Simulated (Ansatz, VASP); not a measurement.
# NaI in VASP and in Ansatz

```
CELL_PARAMETERS angstrom
0.00000 3.13332 3.13332
3.13332 0.00000 3.13332
3.13332 3.13332 0.00000
ATOMIC_POSITIONS crystal
Na 0.00000 0.00000 0.00000
I 0.50000 0.50000 0.50000
```

Alike in both runs: task single point; functional r2SCAN; k mesh 6 × 6 × 6; occupations gaussian, width 0.02 eV; no spin polarisation.

|  | VASP | Ansatz |
| --- | --- | --- |
| version | VASP 6.6.1 | Ansatz 0.2.0 |
| potentials or method | VASP PAW PBE potentials, release 64 (Na_pv, I), cutoff 520 eV | scalar-relativistic, plane waves, PAW |
| valence electrons in the cell | 14 | 26 |

VASP gave:

| Quantity | Value |
| --- | --- |
| gap on the k mesh at the Fermi level (eV) | 4.76 |
| least direct gap on the mesh (eV) | 4.76 |
| pressure (GPa) | 1.9 |

Problem. Estimate Ansatz's values.

Solution. gap on the k mesh at the Fermi level (eV): 4.75; least direct gap on the mesh (eV): 4.75; pressure (GPa): 2.0.

VASP's potentials were made for PBE, not for r2SCAN. VASP's potentials hold 14 valence electrons a cell and Ansatz's 26, so a difference there can come from the potentials and not from the codes.

Neither program's run includes spin-orbit coupling.
